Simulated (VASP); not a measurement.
# W (P6/mmm) in VASP: a series of runs

The runs below take W through relaxation of cell and atoms, single point, with PBEsol.

Program: VASP 6.6.1. These are calculated values, not measurements. Logs are shortened: lines on timing, memory, paths and dates and some standing lists are left out, and cuts for length are marked.

### Step 1. The cell of the first run

It takes space group P6/mmm (No. 191, hexagonal). The conventional cell has a = 4.497 Å, b = 4.497 Å, c = 2.521 Å, α = 90.00°, β = 90.00°, γ = 120.00°. W (site symmetry 6/mmm) has 14 W at 2.52 to 2.89 Å within 3.3 Å. Within 3.3 Å of W (site symmetry -6m2) lie 11 W at 2.52 to 2.89 Å.

### Step 2. Relaxation of cell and atoms, PBEsol, target pressure 31 GPa, at which the enthalpy is minimised

INCAR

```
PREC = Accurate
ENCUT = 600
EDIFF = 1E-7
ISMEAR = -1
SIGMA = 0.1
LREAL = F
LASPH = T
NELM = 100
ALGO = Normal
ISIF = 3
LWAVE = F
LCHARG = F
GGA = PS
IBRION = 2
NSW = 32
EDIFFG = -0.005
PSTRESS = 310.0
```

KPOINTS

```
regular mesh
0
Gamma
  9 9 12
```

POSCAR

```
W
1.0
    4.4966842549      0.0000000000      0.0000000000
   -2.2483421275      3.8942427976      0.0000000000
    0.0000000000      0.0000000000      2.5206628922
W
3
Direct
    0.0000000000      0.0000000000      0.0000000000
    0.3333333333      0.6666666667      0.5000000000
    0.6666666667      0.3333333333      0.5000000000
```

Potentials or basis: VASP PAW PBE potentials, release 64 (W_sv).

The run is started by

```sh
$ cat potpaw_PBE.64/W_sv/POTCAR > POTCAR
$ mpirun -np 1 vasp_std > vasp.out
```

OUTCAR:

```text
PREC = Accurate
   ENCUT = 600
   EDIFF = 1E-7
   ISMEAR = -1
   LREAL = F
   LASPH = T
   NELM = 100
   ISIF = 3
   GGA = PS
   IBRION = 2
   NSW = 32
   EDIFFG = -0.005
   PSTRESS = 310.0

 ion  position               nearest neighbor table
   1  0.000  0.000  0.000-   2 2.89   3 2.89   2 2.89   3 2.89   3 2.89   3 2.89   2 2.89   2 2.89
                             3 2.89   3 2.89   2 2.89   2 2.89
   2  0.333  0.667  0.500-   3 2.60   3 2.60   3 2.60   1 2.89   1 2.89   1 2.89   1 2.89   1 2.89
                             1 2.89
   3  0.667  0.333  0.500-   2 2.60   2 2.60   2 2.60   1 2.89   1 2.89   1 2.89   1 2.89   1 2.89
                             1 2.89

  LATTYP: Found a hexagonal cell.
 ALAT       =     4.4966842549
 C/A-ratio  =     0.5605603483

  Lattice vectors:

 A1 = (   4.4966842549,   0.0000000000,   0.0000000000)
 A2 = (  -2.2483421275,   3.8942427976,   0.0000000000)
 A3 = (   0.0000000000,   0.0000000000,   2.5206628922)

Analysis of symmetry for initial positions (statically):
=====================================================================
 Subroutine PRICEL returns:
 Original cell was already a primitive cell.

 Routine SETGRP: Setting up the symmetry group for a
 hexagonal supercell.

 Subroutine GETGRP returns: Found 24 space group operations
 (whereof 24 operations were pure point group operations)
 out of a pool of 24 trial point group operations.

The static configuration has the point symmetry D_6h.

Analysis of symmetry for dynamics (positions and initial velocities):
=====================================================================
 Subroutine PRICEL returns:
 Original cell was already a primitive cell.

 Routine SETGRP: Setting up the symmetry group for a
 hexagonal supercell.

 Subroutine GETGRP returns: Found 24 space group operations
 (whereof 24 operations were pure point group operations)
 out of a pool of 24 trial point group operations.

The dynamic configuration has the point symmetry D_6h.

 Subroutine INISYM returns: Found 24 space group operations
 (whereof 24 operations are pure point group operations),
 and found     1 'primitive' translations

----------------------------------------------------------------------------------------

                                     Primitive cell

  volume of cell :      44.1398

[... 88 lines left out ...]
   ENCUT  =  600.0 eV  44.10 Ry    6.64 a.u.   8.98  8.98  5.03*2*pi/ulx,y,z
   NELM   =    100;   NELMIN=  2; NELMDL= -5     # of ELM steps
   EDIFF  = 0.1E-06   stopping-criterion for ELM
   LREAL  =      F    real-space projection
   EDIFFG = -.5E-02   stopping-criterion for IOM
   NSW    =     32    number of steps for IOM
   IBRION =      2    ionic relax: 0-MD 1-quasi-New 2-CG
   NFREE  =      1    steps in history (QN), initial steepest desc. (CG)
   ISIF   =      3    stress and relaxation
   ISYM   =      2    0-nonsym 1-usesym 2-fastsym
   POTIM  = 0.5000    time-step for ionic-motion
   TEBEG  =    0.0;   TEEND  =   0.0 temperature during run
   PSTRESS=  310.0 pullay stress
   NELECT =      42.0000    total number of electrons
   NUPDOWN=      -1.0000    fix difference up-down
   EMIN   =  10.00;   EMAX   =-10.00  energy-range for DOS
   EFERMI =   0.00;   METHOD = LEGACY
   ISMEAR =    -1;   SIGMA  =   0.10  broadening in eV -4-tet -1-fermi 0-gaus
   EFERMI_NEDOS =   21; number of points for ismear=-14 and -15
   IALGO  =     38    algorithm
   IMIX   =      4    mixing-type and parameters
     AMIX     =   0.40;   BMIX     =  1.00
     AMIX_MAG =   1.60;   BMIX_MAG =  1.00
  volume/ion in A,a.u.               =      14.71        99.29
  Fermi-wavevector in a.u.,A,eV,Ry     =   1.610205  3.042846 35.276648  2.592760
  Thomas-Fermi vector in A             =   2.705793
   LORBIT       =      0    0 simple, 1 ext, 2 COOP (PROOUT), +10 PAW based schemes
   GGA     = PS    functional components
   LHFCALC =     F    Hartree Fock is set to
   AEXX    =    0.0000 exact exchange contribution
   IVDW    =     0    specifies the selected vdW correction
   LEPSILON=     F    determine dielectric tensor
   LRPA    =     F    only Hartree local field effects (RPA)
 conjugate gradient relaxation of ions
 non-spin polarized calculation
  energy-cutoff  :      600.00
  volume of cell :       44.14
 maximum number of plane-waves:      1500
 NGX is ok and might be reduce to    36
   NGX = 17   NGY = 17   NGZ = 11

--------------------------------------- Ionic step        1  -------------------------------------------

 number of electron      41.9999988 magnetization

 Free energy of the ion-electron system (eV)
  ---------------------------------------------------
  ext. energy  EPLUGINS =         0.00000000
  ---------------------------------------------------
  free energy    TOTEN  =       -39.40368890 eV

  energy without entropy =      -39.29374929  energy(sigma->0) =      -39.34871910

------------------------ aborting loop because EDIFF is reached ----------------------------------------

  FORCE on cell =-STRESS in cart. coord.  units (eV):
  Direction    XX          YY          ZZ          XY          YZ          ZX
  --------------------------------------------------------------------------------------
  -------------------------------------------------------------------------------------
  Total        8.8604473      8.8604473      9.0811246     -0.0000000      0.0000000      0.0000000
  in kB      321.6148122    321.6148122    329.6249161     -0.0000000      0.0000000      0.0000000
  external PRESSURE =      14.2848468 kB  Pullay stress =     310.0000000 kB
[... 182 lines left out ...]
--------------------------------------- Ionic step        6  -------------------------------------------

 number of electron      41.9999988 magnetization

 Free energy of the ion-electron system (eV)
  ---------------------------------------------------
  ext. energy  EPLUGINS =         0.00000000
  ---------------------------------------------------
  free energy    TOTEN  =       -39.43229125 eV

  energy without entropy =      -39.32198648  energy(sigma->0) =      -39.37713887

 E-fermi :  12.0911     XC(G=0): -14.1437

 val. band max:       12.0810215999   @ k =   0.1111   0.1111   0.2500
 cond. band min:      12.0937182163   @ k =   0.2222  -0.0000   0.4167
 fundamental gap:      0.0126966164
 Fermi energy:        12.0910850326

 k-point     1 :       0.0000    0.0000    0.0000
  band No.  band energies     occupation
      1     -61.6912      2.00000
      2     -61.5384      2.00000
      3     -61.4017      2.00000
      4     -26.3379      2.00000
      5     -26.3379      2.00000
      6     -26.1623      2.00000
[... 661 lines left out ...]
     24      14.2296      0.00000
     25      15.4810      0.00000

 [... further k-points ...]
[... 5 lines left out ...]
  --------------------------------------------------------------------------------------
  -------------------------------------------------------------------------------------
  Total        8.5731958      8.5731958      8.5760337     -0.0000000     -0.0000000     -0.0000000
  in kB      310.1753945    310.1753945    310.2780709     -0.0000000     -0.0000000     -0.0000000
  external PRESSURE =       0.2096199 kB  Pullay stress =     310.0000000 kB
[... 22 lines left out ...]
  energy  without entropy=      -39.3219864804  energy(sigma->0) =      -39.37713887

  enthalpy is  TOTEN    =       -30.8639433352 eV   P V=        8.5683479144

 reached required accuracy - stopping structural energy minimisation
```

Run time: 2 min. Hardware: 1 thread of Intel Xeon 6975P-C (Granite Rapids), shared host; peak memory 0.23 GiB.

Results:

```yaml
Free_energy: -39.4323 eV
Relaxed_volume: 14.76 Å³/atom
Relaxed_cell: a = 4.500 Å, b = 4.500 Å, c = 2.525 Å, α = 90.00°, β = 90.00°, γ = 120.00°
Space_group_after_relaxing_to_0.05_Å: P6/mmm (No. 191)
Energy_change_on_relaxing_the_enthalpy_is_what_falls: -9.5 meV/atom
Ionic_steps: 6
Pressure_after_relaxing: 31.0 GPa
Band_gap_on_the_k_mesh: zero (band 21 reaches 12.74 eV, above the bottom of band 22 at 11.71 eV)
```

Step by step:
```
step  energy change (eV)  largest force (eV/Å)  pressure (GPa)  volume (Å³)
   1              0.0000                0.0000           32.43        44.14
   2             -0.1491                0.0000           24.57        44.98
   3             -0.0299                0.0000           30.95        44.29
   4             -0.0293                0.0000           30.99        44.29
   5             -0.0276                0.0000           31.06        44.28
   6             -0.0286                0.0000           31.02        44.28
```

Final structure:
```yaml
crystal:
  lattice:
    - [4.50020, 0.00000, 0.00000]
    - [-2.25010, 3.89729, 0.00000]
    - [0.00000, 0.00000, 2.52495]
  atoms:
    - { symbol: W, position: [0.00000, 0.00000, 0.00000] }
    - { symbol: W, position: [0.33333, 0.66667, 0.50000] }
    - { symbol: W, position: [0.66667, 0.33333, 0.50000] }
```

Levels at points of the mesh, in eV from the Fermi level:
```csv
k point,band 17,band 18,band 19,band 20,band 21,band 22,band 23,band 24,band 25
"(0.00, 0.00, 0.00)",-2.67,-2.64,-2.64,-2.46,-0.38,-0.38,2.30,2.30,2.33
"(0.00, 0.00, 0.50)",-4.44,-2.73,-1.24,-1.24,0.30,0.30,3.70,3.70,4.68
```

Caveat: the cell is relaxed towards a set pressure, so the enthalpy falls and the energy may rise; the PAW data sets were made with another functional, which shifts forces and pressure a little; spin-orbit coupling is left out, which moves the levels of the heavy elements.

### Step 3. Single point, PBEsol

INCAR

```
ALGO = Normal ; EDIFF = 1E-6
ENCUT = 520 ; GGA = PS
ISIF = 2 ; ISMEAR = -1
LASPH = True ; LCHARG = True
LELF = True ; LREAL = False
LVHAR = True ; LWAVE = False
NBANDS = 28 ; NELM = 80
PREC = Accurate ; SIGMA = 0.1
```

KPOINTS

```
k-points
0
Gamma
  9 9 12
```

POSCAR is that of step 2.

Potentials or basis: VASP PAW PBE potentials, release 64 (W_sv).

The run is started by

```sh
$ cat potpaw_PBE.64/W_sv/POTCAR > POTCAR
$ mpirun -np 1 vasp_std > vasp.out
```

Run time: 31 s. Hardware: 1 thread of Intel Xeon 6975P-C (Granite Rapids), shared host; peak memory 0.21 GiB.

It converged, with:

```
Free energy            : -39.4036 eV
Pressure               : 32.4 GPa
Band gap on the k mesh : zero (band 21 reaches 12.80 eV, above the bottom of band 22 at 11.75 eV)
```

Stress tensor (GPa, compression positive):
```
32.09  0.00  0.00
 0.00 32.09  0.00
 0.00  0.00 32.89
```

Levels at points of the mesh, in eV from the Fermi level:
| k point | band 17 | band 18 | band 19 | band 20 | band 21 | band 22 | band 23 | band 24 | band 25 | band 26 |
| --- | --- | --- | --- | --- | --- | --- | --- | --- | --- | --- |
| (0.00, 0.00, 0.00) | -2.68 | -2.65 | -2.65 | -2.49 | -0.39 | -0.39 | 2.31 | 2.31 | 2.35 | 2.35 |
| (0.00, 0.00, 0.50) | -4.44 | -2.72 | -1.26 | -1.26 | 0.30 | 0.30 | 3.70 | 3.70 | 4.69 | 4.69 |

Caveat: the PAW data sets were made with another functional, which shifts forces and pressure a little; spin-orbit coupling is left out, which moves the levels of the heavy elements.

[end of part 1 of 2]
